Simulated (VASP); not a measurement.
The system is SnTe.

```
Te Sn
1.0
     0.00000    3.21265    3.21265
     3.21265    0.00000    3.21265
     3.21265    3.21265    0.00000
Te Sn
1 1
Direct
  0.50000 0.50000 0.50000
  0.00000 0.00000 0.00000
```

Base run:

```yaml
Program: VASP 6.6.1
Functional: PBEsol
Dispersion: D3(BJ)
Potentials_or_basis: VASP PAW PBE potentials, release 64 (Te, Sn_d)
Cutoff: 520 eV
k_mesh: 7 × 7 × 7
Occupations: fermi-dirac, width 0.05 eV
Spin: no spin polarisation
```

Its results: pressure -4.4 GPa.

Question: After a change of settings the same cell gave: pressure -3.7 GPa. Which change was it?
A. functional from PBEsol to RPBE; dispersion from D3(BJ) to D4
B. functional from PBEsol to PBE exchange alone; dispersion from D3(BJ) to none
C. dispersion from D3(BJ) to D4
D. functional from PBEsol to revPBE

Answer: C.

Caveats: the PAW data sets were made with another functional, which shifts forces and pressure a little.
